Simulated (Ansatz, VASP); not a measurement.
TiO2 in VASP and in Ansatz

INCAR

```
SYSTEM = TiO2
ALGO = Normal
EDIFF = 1E-7
ENCUT = 520
GGA = PE
ISIF = 2
ISMEAR = -1
LASPH = .TRUE.
LCHARG = .TRUE.
LELF = .TRUE.
LREAL = .FALSE.
LVHAR = .TRUE.
LWAVE = .FALSE.
NBANDS = 33
NELM = 80
PREC = Accurate
SIGMA = 0.02
```

Contents of KPOINTS:

```
k-points
0
G
  10 10 10
  0 0 0
```

The input POSCAR:

```
TiO2
1.0
   -1.8888985843      1.8888985843      4.7916842953
    1.8888985843     -1.8888985843      4.7916842953
    1.8888985843      1.8888985843     -4.7916842953
Ti O
2 4
Direct
    0.7500000000      0.2500000000      0.5000000000
    0.0000000000      0.0000000000      0.0000000000
    0.5427126158      0.0427126158      0.5000000000
    0.7927126158      0.7927126158      0.0000000000
    0.2072873842      0.2072873842      0.0000000000
    0.9572873842      0.4572873842      0.5000000000
```

Input for Ansatz:

```yaml
crystal:
  lattice:
    - [-1.8888985843, 1.8888985843, 4.7916842953]
    - [1.8888985843, -1.8888985843, 4.7916842953]
    - [1.8888985843, 1.8888985843, -4.7916842953]
  atoms:
    - { symbol: Ti, position: [0.75, 0.25, 0.5] }
    - { symbol: Ti, position: [0.0, 0.0, 0.0] }
    - { symbol: O, position: [0.5427126158, 0.0427126158, 0.5] }
    - { symbol: O, position: [0.7927126158, 0.7927126158, 0.0] }
    - { symbol: O, position: [0.2072873842, 0.2072873842, 0.0] }
    - { symbol: O, position: [0.9572873842, 0.4572873842, 0.5] }
kpoints:
  mp_grid: { grid: [10, 10, 10] }
  band_path:
    path:
      - [[0.0, 0.0, 0.0], [-2.174867217854e-18, 2.174867217854e-18, 0.5], [0.25, 0.25, 0.25], [3.393529353504e-17, 0.5, -3.393529353504e-17], [0.0, 0.0, 0.0], [0.5, 0.5, -0.5], [0.2888490942674, 0.7111509057326, -0.2888490942674]]
      - [[-0.2888490942674, 0.2888490942674, 0.2888490942674], [0.0, 0.0, 0.0]]
      - [[-2.174867217854e-18, 2.174867217854e-18, 0.5], [-0.07769818853483, 0.07769818853483, 0.5]]
      - [[0.5, 0.5, -0.07769818853483], [0.5, 0.5, -0.5]]
    npoints: 10
hamiltonian:
  xc: pbe
scf:
  occupations: { method: fermi_dirac, width: 0.02 }
  n_extra_bands: 5
output:
  forces: true
  stress: true
  eigenvalues: true
```

Alike in both runs: task single point; functional PBE; k mesh 10 × 10 × 10; occupations fermi-dirac, width 0.02 eV; no spin polarisation.

```csv
,VASP,Ansatz
version,VASP 6.6.1,Ansatz 0.2.0
potentials or method,"VASP PAW PBE potentials, release 64 (Ti_sv, O)","plane waves, PAW"
plane-wave cutoff (eV),520,420
valence electrons in the cell,48,48
```

```csv
,VASP,Ansatz,Ansatz less VASP
gap on the k mesh at the Fermi level (eV),2.14,2.16,+0.024
pressure (GPa),5.4,4.7,-0.71
"traceless stress, the component that is largest in VASP (GPa)",0.33,0.28,-0.044
rms of the force components (eV/Å),0.050,0.041,-0.0096
```

Atom by atom the forces differ by 0.010 eV/Å (rms over components).
